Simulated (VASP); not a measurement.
Al5H:

```xyz
6
Lattice="3.5315 0.0000 0.0000 0.0000 3.5315 0.0000 0.0000 0.0000 7.1793" Properties=species:S:1:pos:R:3 pbc="T T T"
Al    1.7657    0.0000    5.7198
Al    0.0000    1.7657    5.7198
Al    0.0000    0.0000    2.2957
Al    1.7657    0.0000    0.7521
Al    0.0000    1.7657    0.7521
H     1.7657    1.7657    1.1508
```

* Program: VASP 6.6.1
* Task: relaxation of cell and atoms
* Functional: PBE
* Potentials or basis: VASP PAW PBE potentials, release 64 (Al, H)
* Cutoff: 600 eV
* k mesh: 6 × 6 × 4
* Occupations: gaussian, width 0.1 eV
* Spin: no spin polarisation

At the start: pressure 32.9 GPa; volume 14.92 Å³/atom.

Q: Where does the relaxation end?

A: Over 35 steps the energy falls by 840.4 meV/atom and the volume is 17.11 Å³/atom (+14.7 %); space group P4mm (No. 99, to 0.05 Å).

The path:
```tsv
step	energy change (eV)	largest force (eV/Å)	pressure (GPa)	volume (Å³)
1	0.0000	5.6238	32.86	89.54
2	-3.1858	0.2832	-5.22	135.25
3	-3.4730	0.7641	-0.71	120.43
4	-3.4730	0.7132	-1.01	121.11
5	-3.5356	0.7235	-1.05	119.76
6	-3.7287	0.7795	-1.03	115.69
7	-4.0859	1.2411	0.33	107.41
8	-3.7179	3.3306	14.18	90.29
9	-4.1454	1.8208	2.37	102.82
10	-4.2524	2.4098	6.14	96.61
11	-4.2630	2.3920	6.22	96.48
12	-4.2905	2.3344	6.49	96.09
13	-4.3255	2.2517	7.13	95.32
14	-4.2978	2.2728	8.82	93.75
15	-4.3289	2.2611	7.66	94.79
16	-4.3701	2.1656	7.33	95.02
17	-4.4822	1.8961	6.38	95.73
18	-4.6596	1.4287	4.67	97.14
19	-4.8616	0.7412	1.92	100.01
20	-4.8630	0.8306	-1.71	105.89
21	-4.9118	0.7668	-0.37	103.28
22	-4.9138	0.7507	0.02	102.64
23	-4.9243	0.7028	-0.05	102.69
24	-4.9525	0.5568	-0.24	102.83
25	-4.9947	0.2442	-0.48	103.11
26	-5.0154	0.4514	-0.64	103.60
27	-5.0193	0.2533	-0.63	103.45
28	-5.0299	0.2142	-0.15	102.67
29	-5.0354	0.1986	0.54	101.63
30	-5.0399	0.0794	0.16	102.22
31	-5.0406	0.0686	-0.06	102.57
32	-5.0410	0.0630	-0.02	102.50
33	-5.0415	0.0547	0.08	102.33
34	-5.0419	0.0442	0.03	102.42
35	-5.0423	0.0135	-0.15	102.68
```

Final structure:
```cif
data_structure
_symmetry_space_group_name_H-M 'P 1'
_symmetry_Int_Tables_number 1
_cell_length_a 4.0908
_cell_length_b 4.0908
_cell_length_c 6.1358
_cell_angle_alpha 90.000
_cell_angle_beta 90.000
_cell_angle_gamma 90.000
_cell_volume 102.68
loop_
_atom_site_label
_atom_site_type_symbol
_atom_site_fract_x
_atom_site_fract_y
_atom_site_fract_z
_atom_site_occupancy
Al1 Al 0.50000 0.00000 0.71034 1
Al2 Al 0.00000 0.50000 0.71034 1
Al3 Al 0.00000 0.00000 0.42865 1
Al4 Al 0.50000 0.00000 0.14469 1
Al5 Al 0.00000 0.50000 0.14469 1
H1 H 0.50000 0.50000 0.14427 1
```
